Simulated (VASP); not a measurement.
# BeTe (I-4m2) in VASP: a series of runs

The runs below take BeTe through single point, with LDA.

All numbers are computed with VASP 6.6.1; they aren't measurements. Logs are shortened: lines on timing, memory, paths and dates and some standing lists are left out, and cuts for length are marked.

### 1 The cell of the first run

It takes space group I-4m2 (No. 119, tetragonal). Conventional cell: a = 4.256 Å, b = 4.256 Å, c = 4.694 Å, α = 90.00°, β = 90.00°, γ = 90.00°. Be (site symmetry -4m2) has 4 Te at 2.43 Å within 3.2 Å. Within 3.2 Å of Te (site symmetry -4m2) lie 4 Be at 2.43 Å.

### 2 Single point, LDA

The input, INCAR:

```
SYSTEM = BeTe
PREC     = Accurate       ! precision mode
ENCUT    = 520            ! plane-wave cutoff, eV
EDIFF    = 1E-6           ! SCF threshold, eV
ISMEAR   = 0              ! smearing method
SIGMA    = 0.05           ! smearing width, eV
LREAL    = .FALSE.        ! projectors in reciprocal space
LASPH    = .TRUE.         ! aspherical terms in the spheres
NELM     = 100            ! most SCF steps
ALGO     = Normal         ! electronic algorithm
ISIF     = 2              ! what is computed and relaxed
LWAVE    = .FALSE.        ! write WAVECAR
LCHARG   = .FALSE.        ! write CHGCAR
GGA      = CA             ! functional
NBANDS   = 11             ! bands
```

The input, KPOINTS:

```
regular mesh
0
G
  10 10 10
  0 0 0
```

The input, POSCAR:

```
BeTe
1.0
    0.0000000000      3.0091804721      2.3471607683
    3.0091804721      0.0000000000      2.3471607683
    3.0091804721      3.0091804721      0.0000000000
Be Te
1 1
Direct
    0.0000000000      0.0000000000      0.0000000000
    0.7500000000      0.7500000000      0.7500000000
```

Potentials or basis: VASP PAW LDA potentials, release 64 (Be, Te).

On the command line:

```console
$ cat potpaw_LDA.64/Be/POTCAR potpaw_LDA.64/Te/POTCAR > POTCAR
$ mpirun -np 1 vasp_std > vasp.out
```

OUTCAR:

```text
SYSTEM = BeTe
   PREC = Accurate
   ENCUT = 520
   EDIFF = 1E-6
   ISMEAR = 0
   LREAL = .FALSE.
   LASPH = .TRUE.
   NELM = 100
   ISIF = 2
   GGA = CA

 ion  position               nearest neighbor table
   1  0.000  0.000  0.000-   2 2.43   2 2.43   2 2.43   2 2.43
   2  0.750  0.750  0.750-   1 2.43   1 2.43   1 2.43   1 2.43

  LATTYP: Found a body centered tetragonal cell.
 ALAT       =     4.2556238353
 C/A-ratio  =     1.1030865787

  Lattice vectors:

 A1 = (   0.0000000000,  -3.0091804721,  -2.3471607683)
 A2 = (   0.0000000000,   3.0091804721,  -2.3471607683)
 A3 = (   3.0091804721,   0.0000000000,   2.3471607683)

Analysis of symmetry for initial positions (statically):
=====================================================================
 Subroutine PRICEL returns:
 Original cell was already a primitive cell.

 Routine SETGRP: Setting up the symmetry group for a
 body centered tetragonal supercell.

 Subroutine GETGRP returns: Found  8 space group operations
 (whereof  8 operations were pure point group operations)
 out of a pool of 16 trial point group operations.

The static configuration has the point symmetry D_2d.

Analysis of symmetry for dynamics (positions and initial velocities):
=====================================================================
 Subroutine PRICEL returns:
 Original cell was already a primitive cell.

 Routine SETGRP: Setting up the symmetry group for a
 body centered tetragonal supercell.

 Subroutine GETGRP returns: Found  8 space group operations
 (whereof  8 operations were pure point group operations)
 out of a pool of 16 trial point group operations.

The dynamic configuration has the point symmetry D_2d.

 Subroutine INISYM returns: Found  8 space group operations
 (whereof  8 operations are pure point group operations),
 and found     1 'primitive' translations

----------------------------------------------------------------------------------------

                                     Primitive cell

  volume of cell :      42.5079

  direct lattice vectors                    reciprocal lattice vectors
     0.000000000  3.009180472  2.347160768    -0.166158196  0.166158196  0.213023329
     3.009180472  0.000000000  2.347160768     0.166158196 -0.166158196  0.213023329
     3.009180472  3.009180472  0.000000000     0.166158196  0.166158196 -0.213023329

  length of vectors
     3.816324251  3.816324251  4.255623835     0.317168774  0.317168774  0.317168774

  position of ions in fractional coordinates (direct lattice)
     0.000000000  0.000000000  0.000000000
     0.750000000  0.750000000  0.750000000

[... 81 lines left out ...]
   NFREE  =      0    steps in history (QN), initial steepest desc. (CG)
   ISIF   =      2    stress and relaxation
   ISYM   =      2    0-nonsym 1-usesym 2-fastsym
   POTIM  = 0.5000    time-step for ionic-motion
   TEBEG  =    0.0;   TEEND  =   0.0 temperature during run
   PSTRESS=    0.0 pullay stress
   NELECT =       8.0000    total number of electrons
   NUPDOWN=      -1.0000    fix difference up-down
   EMIN   =  10.00;   EMAX   =-10.00  energy-range for DOS
   EFERMI =   0.00;   METHOD = LEGACY
   ISMEAR =     0;   SIGMA  =   0.05  broadening in eV -4-tet -1-fermi 0-gaus
   EFERMI_NEDOS =   21; number of points for ismear=-14 and -15
   IALGO  =     38    algorithm
   IMIX   =      4    mixing-type and parameters
     AMIX     =   0.40;   BMIX     =  1.00
     AMIX_MAG =   1.60;   BMIX_MAG =  1.00
  volume/ion in A,a.u.               =      21.25       143.43
  Fermi-wavevector in a.u.,A,eV,Ry     =   0.938170  1.772885 11.975354  0.880164
  Thomas-Fermi vector in A             =   2.065355
   LORBIT       =      0    0 simple, 1 ext, 2 COOP (PROOUT), +10 PAW based schemes
   GGA     = CA    functional components
   LHFCALC =     F    Hartree Fock is set to
   AEXX    =    0.0000 exact exchange contribution
   IVDW    =     0    specifies the selected vdW correction
   LEPSILON=     F    determine dielectric tensor
   LRPA    =     F    only Hartree local field effects (RPA)
 non-spin polarized calculation
 Gauss-broadening in eV      SIGMA  =   0.05
  energy-cutoff  :      520.00
  volume of cell :       42.51
 maximum number of plane-waves:      1159
   NGX = 15   NGY = 15   NGZ = 15

 number of electron       8.0000000 magnetization

 Free energy of the ion-electron system (eV)
  ---------------------------------------------------
  ext. energy  EPLUGINS =         0.00000000
  ---------------------------------------------------
  free energy    TOTEN  =        -8.48192830 eV

  energy without entropy =       -8.48192830  energy(sigma->0) =       -8.48192830

 E-fermi :   6.3072     XC(G=0):  -9.5004

 val. band max:        6.1410099038   @ k =   0.0000   0.0000   0.0000
 cond. band min:       6.4783219444   @ k =   0.4000   0.4000   0.0000
 fundamental gap:      0.3373120406
 Fermi energy:         6.3072386984

 k-point     1 :       0.0000    0.0000    0.0000
  band No.  band energies     occupation
      1      -7.0654      2.00000
      2       5.1888      2.00000
      3       5.1888      2.00000
      4       6.1410      2.00000
      5       9.1165      0.00000
      6       9.3577      0.00000
      7       9.6402      0.00000
      8       9.6402      0.00000
      9      13.5994      0.00000
     10      14.0813      0.00000
     11      15.2305      0.00000
[... 309 lines left out ...]
 k-point    24 :       0.4000    0.3000    0.0000
  band No.  band energies     occupation
      1      -5.1660      2.00000
      2       1.3677      2.00000
      3       2.2869      2.00000
      4       2.6862      2.00000
      5       6.8912      0.00000
      6       8.7849      0.00000
      7      12.8789      0.00000
      8      12.9944      0.00000
      9      16.5378      0.00000
     10      16.9404      0.00000
     11      19.2353      0.00000

 [... further k-points ...]
[... 5 lines left out ...]
  --------------------------------------------------------------------------------------
  -------------------------------------------------------------------------------------
  Total       -0.8262906     -0.8262906      1.6228705      0.0000000     -0.0000000      0.0000000
  in kB      -31.1439783    -31.1439783     61.1681205      0.0000000     -0.0000000      0.0000000
  external PRESSURE =      -0.3732787 kB  Pullay stress =       0.0000000 kB

 VOLUME and BASIS-vectors are now :
 -----------------------------------------------------------------------------
  energy-cutoff  :      520.00
  volume of cell :       42.51
      direct lattice vectors                 reciprocal lattice vectors
     0.000000000  3.009180472  2.347160768    -0.166158196  0.166158196  0.213023329
     3.009180472  0.000000000  2.347160768     0.166158196 -0.166158196  0.213023329
     3.009180472  3.009180472  0.000000000     0.166158196  0.166158196 -0.213023329

 POSITION                                       TOTAL-FORCE (eV/Angst)
 -----------------------------------------------------------------------------------
      0.00000      0.00000      0.00000         0.000000      0.000000      0.000000
      4.51377      4.51377      3.52074        -0.000000     -0.000000     -0.000000
 -----------------------------------------------------------------------------------
    total drift:                               -0.000000     -0.000000     -0.000000

  FREE ENERGIE OF THE ION-ELECTRON SYSTEM (eV)
  ---------------------------------------------------
  free  energy   TOTEN  =        -8.4819282973 eV

  energy  without entropy=       -8.4819282964  energy(sigma->0) =       -8.48192830
```

stdout:

```text
POSCAR found type information on POSCAR BeTe
 POSCAR found :  2 types and       2 ions
 scaLAPACK will be used
 LDA part: xc-table for (Slater(with rela. corr.)+CA(PZ))
 , standard interpolation
 POSCAR, INCAR and KPOINTS ok, starting setup
 FFT: planning ... GRIDC
 FFT: planning ... GRID_SOFT
 FFT: planning ... GRID
 WAVECAR not read
 entering main loop
```

Run time: 61 s. Hardware: 1 thread of AMD EPYC, shared host; peak memory 0.15 GiB.

Results:

```yaml
Free_energy: -8.4819 eV
Pressure: 0.0 GPa
Band_gap_on_the_k_mesh: 0.34 eV, indirect (least direct gap 2.62 eV)
```

Stress tensor (GPa, compression positive):
```
-3.11  0.00  0.00
 0.00 -3.11  0.00
 0.00  0.00  6.12
```

Levels at points of the mesh, in eV from the valence-band top:
```csv
k point,band 1,band 2,band 3,band 4,band 5,band 6,band 7,band 8
"(0.00, 0.00, 0.00)",-13.21,-0.95,-0.95,0.00,2.98,3.22,3.50,3.50
"(0.50, 0.00, 0.00)",-11.69,-6.37,-2.64,-1.05,1.58,3.15,5.55,7.87
"(0.50, 0.50, 0.00)",-10.62,-4.74,-4.41,-4.41,0.37,0.63,9.31,9.31
"(0.50, 0.00, 0.50)",-11.50,-6.37,-2.78,-2.41,1.90,2.98,7.33,7.69
```

Caveat: spin-orbit coupling is left out, which moves the levels of the heavy elements. A k mesh can miss the band edges.

[end of part 1 of 2]
